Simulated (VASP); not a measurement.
The system is Al6Co5Ni.

```xyz
12
Lattice="4.1903 0.0000 0.0000 0.0000 4.1903 0.0000 0.0000 0.0000 8.8891" Properties=species:S:1:pos:R:3 pbc="T T T"
Al    0.0000    2.0952    7.4076
Al    0.0000    2.0952    1.4815
Al    0.0000    2.0952    4.4445
Al    2.0952    0.0000    7.4076
Al    2.0952    0.0000    1.4815
Al    2.0952    0.0000    4.4445
Co    0.0000    0.0000    5.9260
Co    0.0000    0.0000    2.9630
Co    2.0952    2.0952    5.9260
Co    2.0952    2.0952    0.0000
Co    2.0952    2.0952    2.9630
Ni    0.0000    0.0000    0.0000
```

```yaml
Program: VASP 6.6.1
Task: relaxation of cell and atoms
Functional: PBE
Potentials_or_basis: VASP PAW PBE potentials, release 64 (Al, Co, Ni)
Cutoff: 600 eV
k_mesh: 4 × 4 × 2
Occupations: gaussian, width 0.1 eV
Spin: collinear spin, ferromagnetic start
Starting_moments: "[0.0, 0.0, 0.0, 0.0, 0.0, 0.0, 3.0, 3.0, 3.0, 3.0, 3.0, 2.0] μB"
```

At the start: pressure -14.4 GPa; volume 13.01 Å³/atom.

Problem. Where does the relaxation end?

Solution. Over 7 steps the energy falls by 65.2 meV/atom and the volume is 11.73 Å³/atom (-9.8 %); space group P4/mmm (No. 123, to 0.1 Å) before and after; moment 0.81 μB per cell.

The path:
| step | energy change (eV) | largest force (eV/Å) | pressure (GPa) | volume (Å³) |
| --- | --- | --- | --- | --- |
| 1 | 0.0000 | 0.2323 | -14.42 | 156.08 |
| 2 | -0.3954 | 0.0504 | 13.89 | 131.10 |
| 3 | -0.7755 | 0.1035 | -0.10 | 140.56 |
| 4 | -0.7754 | 0.1010 | 0.27 | 140.26 |
| 5 | -0.7792 | 0.0423 | 0.26 | 140.25 |
| 6 | -0.7816 | 0.0567 | 0.30 | 140.25 |
| 7 | -0.7829 | 0.0186 | -0.36 | 140.78 |

Final structure:
```
Al Co Ni
1.0
     4.03089    0.00000    0.00000
     0.00000    4.03089    0.00000
     0.00000    0.00000    8.66446
Al Co Ni
6 5 1
Cartesian
  0.0000 2.0154 7.2032
  0.0000 2.0154 1.4612
  0.0000 2.0154 4.3322
  2.0154 4.0309 7.2032
  2.0154 4.0309 1.4612
  2.0154 0.0000 4.3322
  0.0000 0.0000 5.7735
  0.0000 0.0000 2.8910
  2.0154 2.0154 5.7821
  2.0154 2.0154 8.6645
  2.0154 2.0154 2.8824
  0.0000 0.0000 8.6645
```

Caveat: the k points lie up to 0.39 Å⁻¹ apart in the final cell.
